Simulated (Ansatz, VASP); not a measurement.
## Mo: VASP beside Ansatz

```
Mo
1.0
     2.87390    0.00000    0.00000
    -1.43695    2.48887    0.00000
     0.00000    0.00000    4.46434
Mo
2
Cartesian
  0.0000 1.6592 1.1161
  1.4370 0.8296 3.3483
```

Alike in both runs: functional PBE; k mesh 6 × 6 × 4; occupations gaussian, width 0.1 eV; no spin polarisation.

Ansatz relaxed the structure, and its values are those at the end. VASP's run is a single point on that final structure, the one shown.

|  | VASP | Ansatz |
| --- | --- | --- |
| version | VASP 6.6.1 | Ansatz 0.2.0 |
| potentials or method | VASP PAW PBE potentials, release 64 (Mo_sv), cutoff 520 eV | scalar-relativistic, plane waves, PAW |
| valence electrons in the cell | 28 | 28 |

Ansatz gave:

- gap on the k mesh at the Fermi level (eV): none
- pressure (GPa): 0.1

Problem. Which values does VASP return?

Solution. gap on the k mesh at the Fermi level (eV): none; pressure (GPa): 0.6.

A gap of «none» marks a metal or a gap that the smearing closes.

The k mesh is coarse, so the values compare programs but aren't converged.
